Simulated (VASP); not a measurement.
# MgI2 (Fm-3m) in VASP: dielectric tensor with r2SCAN

Aim: the dielectric tensor of MgI2 with r2SCAN.

All numbers are computed with VASP 6.6.1; they aren't measurements. Logs are shortened: lines on timing, memory, paths and dates and some standing lists are left out, and cuts for length are marked.

## Step 1: The cell of the first run

The structure is cubic, space group Fm-3m (No. 225). Conventional cell: a = 7.511 Å, b = 7.511 Å, c = 7.511 Å, α = 90.00°, β = 90.00°, γ = 90.00°. Within 4.3 Å of Mg (site symmetry m-3m) lie 8 I at 3.25 Å. Within 4.3 Å of I (site symmetry -43m) lie 4 Mg at 3.25 Å and 6 I at 3.76 Å.

## Step 2: Dielectric tensor, r2SCAN

INCAR reads:

```
PREC = Accurate ; ENCUT = 520
EDIFF = 1E-8 ; ISMEAR = 0
SIGMA = 0.01 ; LREAL = False
LASPH = True ; NELM = 60
ALGO = Normal ; ISIF = 2
LWAVE = False ; LCHARG = False
METAGGA = R2SCAN ; LMIXTAU = True
LCALCEPS = True
```

KPOINTS reads:

```
Automatic mesh
0
Gamma
  6 6 6
```

POSCAR reads:

```
MgI2
1.0
    0.0000000000      3.7557205824      3.7557205824
    3.7557205824      0.0000000000      3.7557205824
    3.7557205824      3.7557205824      0.0000000000
Mg I
1 2
Direct
    0.0000000000      0.0000000000      0.0000000000
    0.2500000000      0.2500000000      0.2500000000
    0.7500000000      0.7500000000      0.7500000000
```

Potentials or basis: VASP PAW PBE potentials, release 64 (Mg, I).

The run is started by

```console
$ cat potpaw_PBE.64/Mg/POTCAR potpaw_PBE.64/I/POTCAR > POTCAR
$ mpirun -np 1 vasp_std > vasp.out
```

OUTCAR:

```text
PREC = Accurate
   ENCUT = 520
   EDIFF = 1E-8
   ISMEAR = 0
   LREAL = False
   LASPH = True
   NELM = 60
   ISIF = 2
   METAGGA = R2SCAN

 ion  position               nearest neighbor table
   1  0.000  0.000  0.000-   3 3.25   3 3.25   3 3.25   2 3.25   3 3.25   2 3.25   2 3.25   2 3.25

   2  0.250  0.250  0.250-   1 3.25   1 3.25   1 3.25   1 3.25
   3  0.750  0.750  0.750-   1 3.25   1 3.25   1 3.25   1 3.25

  LATTYP: Found a face centered cubic cell.
 ALAT       =     7.5114411648

  Lattice vectors:

 A1 = (   0.0000000000,   3.7557205824,   3.7557205824)
 A2 = (   3.7557205824,   0.0000000000,   3.7557205824)
 A3 = (   3.7557205824,   3.7557205824,   0.0000000000)

Analysis of symmetry for initial positions (statically):
=====================================================================
 Subroutine PRICEL returns:
 Original cell was already a primitive cell.

 Routine SETGRP: Setting up the symmetry group for a
 face centered cubic supercell.

 Subroutine GETGRP returns: Found 48 space group operations
 (whereof 48 operations were pure point group operations)
 out of a pool of 48 trial point group operations.

The static configuration has the point symmetry O_h .

Analysis of symmetry for dynamics (positions and initial velocities):
=====================================================================
 Subroutine PRICEL returns:
 Original cell was already a primitive cell.

 Routine SETGRP: Setting up the symmetry group for a
 face centered cubic supercell.

 Subroutine GETGRP returns: Found 48 space group operations
 (whereof 48 operations were pure point group operations)
 out of a pool of 48 trial point group operations.

The dynamic configuration has the point symmetry O_h .

 Subroutine INISYM returns: Found 48 space group operations
 (whereof 48 operations are pure point group operations),
 and found     1 'primitive' translations

----------------------------------------------------------------------------------------

                                     Primitive cell

  volume of cell :     105.9522

  direct lattice vectors                    reciprocal lattice vectors
     0.000000000  3.755720582  3.755720582    -0.133130245  0.133130245  0.133130245
     3.755720582  0.000000000  3.755720582     0.133130245 -0.133130245  0.133130245
     3.755720582  3.755720582  0.000000000     0.133130245  0.133130245 -0.133130245

  length of vectors
     5.311390984  5.311390984  5.311390984     0.230588348  0.230588348  0.230588348

  position of ions in fractional coordinates (direct lattice)
     0.000000000  0.000000000  0.000000000
     0.250000000  0.250000000  0.250000000
     0.750000000  0.750000000  0.750000000

  ion indices of the primitive-cell ions
   primitive index   ion index
                 1           1
                 2           2
                 3           3

----------------------------------------------------------------------------------------

 KPOINTS: Automatic mesh

Automatic generation of k-mesh.
 Grid dimensions read from file:
 generate k-points for:    6    6    6

 Generating k-lattice:

  Cartesian coordinates                     Fractional coordinates (reciprocal lattice)
    -0.022188374  0.022188374  0.022188374     0.166666667  0.000000000  0.000000000
     0.022188374 -0.022188374  0.022188374     0.000000000  0.166666667  0.000000000
     0.022188374  0.022188374 -0.022188374     0.000000000  0.000000000  0.166666667

  Length of vectors
     0.038431391  0.038431391  0.038431391

  Shift w.r.t. Gamma in fractional coordinates (k-lattice)
     0.000000000  0.000000000  0.000000000

 Subroutine IBZKPT returns following result:
 ===========================================

 Found     16 irreducible k-points:

 Following reciprocal coordinates:
            Coordinates               Weight
  0.000000  0.000000  0.000000      1.000000
  0.166667  0.000000  0.000000      8.000000
  0.333333  0.000000  0.000000      8.000000
  0.500000  0.000000  0.000000      4.000000
  0.166667  0.166667  0.000000      6.000000
  0.333333  0.166667  0.000000     24.000000
[... 8 lines left out ...]
 -0.333333  0.333333  0.166667     24.000000
 -0.333333  0.500000  0.166667     12.000000
   k-points           NKPTS =     16   k-points in BZ     NKDIM =     16   number of bands    NBANDS=     12
   number of dos      NEDOS =    301   number of ions     NIONS =      3
   total plane-waves  NPLWV =  64000
   dimension x,y,z NGX =    40 NGY =   40 NGZ =   40
   dimension x,y,z NGXF=    80 NGYF=   80 NGZF=   80
   ions per type =               1   2
   NGX,Y,Z   is equivalent  to a cutoff of  12.52, 12.52, 12.52 a.u.
   NGXF,Y,Z  is equivalent  to a cutoff of  25.04, 25.04, 25.04 a.u.
 SYSTEM =  unknown system
   PREC   = accura    normal or accurate (medium, high low for compatibility)
   ISTART =      0    job   : 0-new  1-cont  2-samecut
   ICHARG =      2    charge: 1-file 2-atom 10-const
   ISPIN  =      1    spin polarized calculation?
   LNONCOLLINEAR =      F non collinear calculations
   LSORBIT =      F    spin-orbit coupling
   LASPH  =      T    aspherical Exc in radial PAW
   ENCUT  =  520.0 eV  38.22 Ry    6.18 a.u.   9.88  9.88  9.88*2*pi/ulx,y,z
   NELM   =     60;   NELMIN=  2; NELMDL= -5     # of ELM steps
   EDIFF  = 0.1E-07   stopping-criterion for ELM
   LREAL  =      F    real-space projection
   EDIFFG = 0.1E-06   stopping-criterion for IOM
   NSW    =      0    number of steps for IOM
   IBRION =     -1    ionic relax: 0-MD 1-quasi-New 2-CG
   NFREE  =      0    steps in history (QN), initial steepest desc. (CG)
   ISIF   =      2    stress and relaxation
   ISYM   =      2    0-nonsym 1-usesym 2-fastsym
   POTIM  = 0.5000    time-step for ionic-motion
   TEBEG  =    0.0;   TEEND  =   0.0 temperature during run
   PSTRESS=    0.0 pullay stress
   NELECT =      16.0000    total number of electrons
   NUPDOWN=      -1.0000    fix difference up-down
   EMIN   =  10.00;   EMAX   =-10.00  energy-range for DOS
   EFERMI =   0.00;   METHOD = LEGACY
   ISMEAR =     0;   SIGMA  =   0.01  broadening in eV -4-tet -1-fermi 0-gaus
   EFERMI_NEDOS =   21; number of points for ismear=-14 and -15
   IALGO  =     38    algorithm
   IMIX   =      4    mixing-type and parameters
     AMIX     =   0.40;   BMIX     =  1.00
     AMIX_MAG =   1.60;   BMIX_MAG =  1.00
  volume/ion in A,a.u.               =      35.32       238.33
  Fermi-wavevector in a.u.,A,eV,Ry     =   0.871789  1.647443 10.340654  0.760017
  Thomas-Fermi vector in A             =   1.990947
   LORBIT       =      0    0 simple, 1 ext, 2 COOP (PROOUT), +10 PAW based schemes
   METAGGA = R2SCAN    functional components
   LHFCALC =     F    Hartree Fock is set to
   AEXX    =    0.0000 exact exchange contribution
   IVDW    =     0    specifies the selected vdW correction
   LEPSILON=     F    determine dielectric tensor
   LRPA    =     F    only Hartree local field effects (RPA)
   LRPA       =     F
 non-spin polarized calculation
 Gauss-broadening in eV      SIGMA  =   0.01
  energy-cutoff  :      520.00
  volume of cell :      105.95
 maximum number of plane-waves:      2884
   NGX = 19   NGY = 19   NGZ = 19

 Total electronic dipole moment: p[elc]=(     0.00000    -0.00000    -0.00000 ) |e| Angst

 Total electronic dipole moment: p[elc]=(    -0.00000    -0.00000    -0.00000 ) |e| Angst

 number of electron      16.0000001 magnetization

 Free energy of the ion-electron system (eV)
  ---------------------------------------------------
  ext. energy  EPLUGINS =         0.00000000
  ---------------------------------------------------
  free energy    TOTEN  =       -55.45778790 eV

  energy without entropy =      -55.45778790  energy(sigma->0) =      -55.45778790

 E-fermi :   3.0920     XC(G=0):  -8.4834

 val. band max:        3.0486086158   @ k =   0.5000   0.5000   0.0000
 cond. band min:   10000.0000000000   @ k =   0.0000   0.0000   0.0000
 fundamental gap:   9996.9513913842
 Fermi energy:         3.0919942480

 k-point     1 :       0.0000    0.0000    0.0000
  band No.  band energies     occupation
      1     -10.3008      2.00000
      2      -8.6236      2.00000
      3      -0.0029      2.00000
      4      -0.0029      2.00000
      5      -0.0029      2.00000
      6       1.8966      2.00000
      7       1.8966      2.00000
      8       1.8968      2.00000
      9   10000.0000      0.00000
     10   10000.0000      0.00000
     11   10000.0000      0.00000
     12   10000.0000      0.00000

 k-point     2 :       0.1667    0.0000    0.0000
  band No.  band energies     occupation
      1     -10.1956      2.00000
      2      -8.7432      2.00000
      3      -0.0479      2.00000
      4       0.0503      2.00000
      5       0.0503      2.00000
      6       1.3208      2.00000
      7       1.6527      2.00000
      8       1.6528      2.00000
      9   10000.0000      0.00000
     10   10000.0000      0.00000
     11   10000.0000      0.00000
     12   10000.0000      0.00000

 k-point     3 :       0.3333    0.0000    0.0000
  band No.  band energies     occupation
      1      -9.9029      2.00000
      2      -9.0643      2.00000
      3      -0.1980      2.00000
      4       0.2306      2.00000
      5       0.2306      2.00000
      6       0.6820      2.00000
      7       1.1330      2.00000
      8       1.1330      2.00000
      9   10000.0000      0.00000
     10   10000.0000      0.00000
     11   10000.0000      0.00000
     12   10000.0000      0.00000
[... 286 lines left out ...]
 k-point    23 :       0.0000    0.1667    0.1667
  band No.  band energies     occupation
      1     -10.1661      2.00000
      2      -8.7675      2.00000
      3      -0.2423      2.00000
      4      -0.2423      2.00000
      5       0.5118      2.00000
      6       0.6150      2.00000
      7       2.0501      2.00000
      8       2.0502      2.00000
      9   10000.0000      0.00000
     10   10000.0000      0.00000
     11   10000.0000      0.00000
     12   10000.0000      0.00000

 k-point    24 :       0.0000    0.3333    0.1667
  band No.  band energies     occupation
      1      -9.9535      2.00000
      2      -8.9839      2.00000
      3      -0.5424      2.00000
      4      -0.3273      2.00000
      5      -0.1852      2.00000
      6       1.1732      2.00000
      7       1.7971      2.00000
      8       1.9280      2.00000
      9   10000.0000      0.00000
     10   10000.0000      0.00000
     11   10000.0000      0.00000
     12   10000.0000      0.00000

 [... further k-points ...]

------------------------ aborting loop because EDIFF is reached ----------------------------------------

            Ionic dipole moment: p[ion]=(     0.00000     0.00000     0.00000 ) |e| Angst

 Total electronic dipole moment: p[elc]=(     0.00000     0.00000     0.02148 ) |e| Angst

 MACROSCOPIC STATIC DIELECTRIC TENSOR (including local field effects)
 ------------------------------------------------------
           4.669174    -0.000000    -0.000000
          -0.000000     4.669174    -0.000000
           0.000000     0.000000     4.669174
 ------------------------------------------------------

 PIEZOELECTRIC TENSOR (including local field effects) (e Angst)
          XX          YY          ZZ          XY          YZ          ZX
  --------------------------------------------------------------------------------
  x     0.00000     0.00000     0.00000     0.00000     0.00000     0.00000
  y     0.00000     0.00000     0.00000     0.00000     0.00000     0.00000
  z     0.00000     0.00000     0.00000     0.00000     0.00000     0.00000

 PIEZOELECTRIC TENSOR (including local field effects) (C/m^2)
          XX          YY          ZZ          XY          YZ          ZX
  --------------------------------------------------------------------------------
  x     0.00000     0.00000     0.00000     0.00000     0.00000     0.00000
  y     0.00000     0.00000     0.00000     0.00000     0.00000     0.00000
  z     0.00000     0.00000     0.00000     0.00000     0.00000     0.00000

 BORN EFFECTIVE CHARGES (including local field effects) (in |e|, cummulative output)
 ---------------------------------------------------------------------------------
 ion    1
    1     2.90143    -0.00000    -0.00000
    2     0.00000     2.90143     0.00000
    3    -0.00000     0.00000     2.90143
 ion    2
    1    -1.45072     0.00000     0.00000
    2     0.00000    -1.45072     0.00000
    3    -0.00000    -0.00000    -1.45072
 ion    3
    1    -1.45072     0.00000    -0.00000
    2     0.00000    -1.45072     0.00000
    3    -0.00000     0.00000    -1.45072

  FORCE on cell =-STRESS in cart. coord.  units (eV):
  Direction    XX          YY          ZZ          XY          YZ          ZX
  --------------------------------------------------------------------------------------
  -------------------------------------------------------------------------------------
  Total       -0.0765548     -0.0765548     -0.0765548     -0.0000000      0.0000000     -0.0000000
  in kB       -1.1576385     -1.1576385     -1.1576385     -0.0000000      0.0000000     -0.0000000
  external PRESSURE =      -1.1576385 kB  Pullay stress =       0.0000000 kB

 VOLUME and BASIS-vectors are now :
 -----------------------------------------------------------------------------
  energy-cutoff  :      520.00
  volume of cell :      105.95
      direct lattice vectors                 reciprocal lattice vectors
     0.000000000  3.755720582  3.755720582    -0.133130245  0.133130245  0.133130245
     3.755720582  0.000000000  3.755720582     0.133130245 -0.133130245  0.133130245
     3.755720582  3.755720582  0.000000000     0.133130245  0.133130245 -0.133130245

 POSITION                                       TOTAL-FORCE (eV/Angst)
 -----------------------------------------------------------------------------------
      0.00000      0.00000      0.00000         0.000000      0.000000     -0.000000
      1.87786      1.87786      1.87786        -0.000000     -0.000000     -0.000000
      5.63358      5.63358      5.63358         0.000000      0.000000      0.000000
 -----------------------------------------------------------------------------------
    total drift:                                0.000000     -0.000000      0.000000

  FREE ENERGIE OF THE ION-ELECTRON SYSTEM (eV)
  ---------------------------------------------------
  free  energy   TOTEN  =       -55.4577878996 eV

  energy  without entropy=      -55.4577878995  energy(sigma->0) =      -55.45778790
```

It took 38 min on 1 thread of Intel Xeon Platinum 8488C (Sapphire Rapids), shared host; peak memory 0.57 GiB.

What came out:

| Item | Value |
| --- | --- |
| Band gap on the k mesh | 1.29 eV (least direct gap 1.51 eV) |
| Electronic dielectric tensor (diagonal) | 4.67 |
| Born charges (mean of the diagonal) | Mg +2.90; I -1.45 e |

Electronic dielectric tensor:
```
4.67 0.00 0.00
0.00 4.67 0.00
0.00 0.00 4.67
```

Born effective charge tensors (e):
atom 1, Mg
```
2.90 0.00 0.00
0.00 2.90 0.00
0.00 0.00 2.90
```
atom 2, I
```
-1.45  0.00  0.00
 0.00 -1.45  0.00
 0.00  0.00 -1.45
```
atom 3, I
```
-1.45  0.00  0.00
 0.00 -1.45  0.00
 0.00  0.00 -1.45
```

Dipole moments of the cell (e·Å, modulo the quantum): ionic 0.000, 0.000, 0.000; electronic 0.000, 0.000, 0.021

Caveat: the structure was generated, so it needn't be the stable form of MgI2; the PAW data sets were made with another functional, which shifts forces and pressure a little; spin-orbit coupling is left out, which moves the levels of the heavy elements. A k mesh can miss the band edges.

The gap in the log of VASP goes by the Fermi energy; the results here count the filled bands.